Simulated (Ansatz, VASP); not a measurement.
# Two plane-wave programs on FeB4

The input INCAR:

```
SYSTEM = FeB4
PREC = Accurate ; ENCUT = 600
EDIFF = 1E-6 ; ISMEAR = 0
SIGMA = 0.1 ; LREAL = .False.
LASPH = .True. ; NELM = 100
ALGO = Normal ; ISIF = 3
LWAVE = .False. ; LCHARG = .False.
IBRION = 2 ; NSW = 70
EDIFFG = -0.005
```

KPOINTS

```
Automatic mesh
0
Gamma
  8 8 12
  0 0 0
```

POSCAR

```
FeB4
1.0
    4.5187340168      0.0000000000      0.0000000000
    0.0000000000      5.2789548118      0.0000000000
    0.0000000000      0.0000000000      3.0055319415
Fe B
2 8
Direct
    0.0000000000      0.0000000000      0.0000000000
    0.5000000000      0.5000000000      0.5000000000
    0.2490645758      0.3128547325      0.0000000000
    0.7509354242      0.6871452675      0.0000000000
    0.7490645758      0.1871452675      0.5000000000
    0.2509354242      0.8128547325      0.5000000000
    0.3389137812      0.1269040941      0.5000000000
    0.6610862188      0.8730959059      0.5000000000
    0.8389137812      0.3730959059      0.0000000000
    0.1610862188      0.6269040941      0.0000000000
```

Input for Ansatz:

```yaml
crystal:
  lattice:
    - [4.5187340168, 0.0, 0.0]
    - [0.0, 5.2789548118, 0.0]
    - [0.0, 0.0, 3.0055319415]
  atoms:
    - { symbol: Fe, position: [0.0, 0.0, 0.0] }
    - { symbol: Fe, position: [0.5, 0.5, 0.5] }
    - { symbol: B, position: [0.2490645758, 0.3128547325, 0.0] }
    - { symbol: B, position: [0.7509354242, 0.6871452675, 0.0] }
    - { symbol: B, position: [0.7490645758, 0.1871452675, 0.5] }
    - { symbol: B, position: [0.2509354242, 0.8128547325, 0.5] }
    - { symbol: B, position: [0.3389137812, 0.1269040941, 0.5] }
    - { symbol: B, position: [0.6610862188, 0.8730959059, 0.5] }
    - { symbol: B, position: [0.8389137812, 0.3730959059, 0.0] }
    - { symbol: B, position: [0.1610862188, 0.6269040941, 0.0] }
basis:
  ecutwfc: 420
kpoints:
  mp_grid: { grid: [8, 8, 12] }
hamiltonian:
  xc: lda
scf:
  occupations: { method: gaussian, width: 0.1 }
output:
  forces: true
  stress: true
  eigenvalues: true
relax:
  adjacent_minimum: "off"
  f_tol: 0.005
  max_steps: 50
  cell: { stress_tol: 0.05 }
```

Alike in both runs: task relaxation of cell and atoms; functional LDA; k mesh 8 × 8 × 12; occupations gaussian, width 0.1 eV; no spin polarisation.

|  | VASP | Ansatz |
| --- | --- | --- |
| version | VASP 6.6.1 | Ansatz 0.2.0 |
| potentials or method | VASP PAW LDA potentials, release 64 (Fe, B), cutoff 600 eV | scalar-relativistic, plane waves, PAW |
| valence electrons in the cell | 40 | 56 |

```tsv
	VASP	Ansatz	Ansatz less VASP
gap on the k mesh at the Fermi level, each at its own relaxed structure (eV)	none	none	-
relaxed volume (Å³/atom)	6.88	6.86	-0.021
relaxed cell length with the largest relative difference (Å)	4.436	4.431	-0.0051
```

LDA's correlation is that of Perdew and Zunger in VASP and of Perdew and Wang (1992) in Ansatz. A gap of «none» marks a metal or a gap that the smearing closes. VASP's potentials hold 40 valence electrons a cell and Ansatz's 56, so a difference there can come from the potentials and not from the codes.
